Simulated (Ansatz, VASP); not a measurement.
**Ni in VASP and in Ansatz**

```
Ni
1.0
     0.00000    1.73757    1.73757
     1.73757    0.00000    1.73757
     1.73757    1.73757    0.00000
Ni
1
Direct
  0.00000 0.00000 0.00000
```

Alike in both runs: task single point; functional PBEsol; k mesh 13 × 13 × 13; occupations fermi-dirac, width 0.05 eV; collinear spin.

|  | VASP | Ansatz |
| --- | --- | --- |
| version | VASP 6.6.1 | Ansatz 0.2.0 |
| potentials or method | VASP PAW PBE potentials, release 64 (Ni) | Ansatz PAW |
| plane-wave cutoff (eV) | 600 | 420 |
| valence electrons in the cell | 10 | 18 |

VASP gave:

- gap on the k mesh at the Fermi level (eV): none
- pressure (GPa): -2.5
- net moment per atom (μB): 0.62
- size of the moment on the site where the two differ most (μB): 0.63

Q: Which values does Ansatz return?

A: gap on the k mesh at the Fermi level (eV): none; pressure (GPa): -2.4; net moment per atom (μB): 0.63; size of the moment on the site where the two differ most (μB): 0.66.

VASP's potentials were made for PBE, not for PBEsol. Site moments also hang on the region over which each program counts them. A gap of «none» marks a metal or a gap that the smearing closes. VASP's potentials hold 10 valence electrons a cell and Ansatz's 18, so a difference there can come from the potentials and not from the codes.
